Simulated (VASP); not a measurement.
A run of VASP 6.6.1 is set up as follows.

Contents of POSCAR:

```
Ag
1.0
   -1.6225243635      1.6225243635      1.6225243635
    1.6225243635     -1.6225243635      1.6225243635
    1.6225243635      1.6225243635     -1.6225243635
Ag
1
Direct
    0.0000000000      0.0000000000      0.0000000000
```

INCAR.step1

```
PREC     = Accurate       # precision mode
ENCUT    = 520            # plane-wave cutoff, eV
ISMEAR   = 0              # smearing method
SIGMA    = 0.1            # smearing width, eV
LREAL    = False          # projectors in reciprocal space
LASPH    = True           # aspherical terms in the spheres
NELM     = 100            # most SCF steps
NBANDS   = 12             # bands
GGA      = PE             # functional
ALGO     = Normal         # electronic algorithm
EDIFF    = 1E-4           # SCF threshold, eV
LWAVE    = True           # write WAVECAR
LCHARG   = False          # write CHGCAR
```

Contents of INCAR.step2:

```
PREC     = Accurate       # precision mode
ENCUT    = 520            # plane-wave cutoff, eV
EDIFF    = 1E-7           # SCF threshold, eV
ISMEAR   = 0              # smearing method
SIGMA    = 0.1            # smearing width, eV
LREAL    = False          # projectors in reciprocal space
LASPH    = True           # aspherical terms in the spheres
NELM     = 100            # most SCF steps
ALGO     = Normal         # electronic algorithm
ISIF     = 2              # what is computed and relaxed
LWAVE    = False          # write WAVECAR
LCHARG   = True           # write CHGCAR
METAGGA  = R2SCAN         # meta-GGA
LMIXTAU  = True         
LELF     = True           # ELF
LVHAR    = True         
NBANDS   = 12             # bands
ISTART   = 1
```

File KPOINTS:

```
Automatic mesh
0
Gamma
  18 18 18
```

Potentials or basis: VASP PAW PBE potentials, release 64 (Ag).

Launch:

```console
$ cat potpaw_PBE.64/Ag/POTCAR > POTCAR
$ cp INCAR.step1 INCAR
$ mpirun -np 1 vasp_std > vasp.out
$ cp INCAR.step2 INCAR
$ mpirun -np 1 vasp_std > vasp.out
```

**Question.** What does it give for the pressure?

**Answer.** 2.4 GPa.

Caveat: the cell differs from its parent crystal (functional r2SCAN, strained); the PAW data sets were made with another functional, which shifts forces and pressure a little.
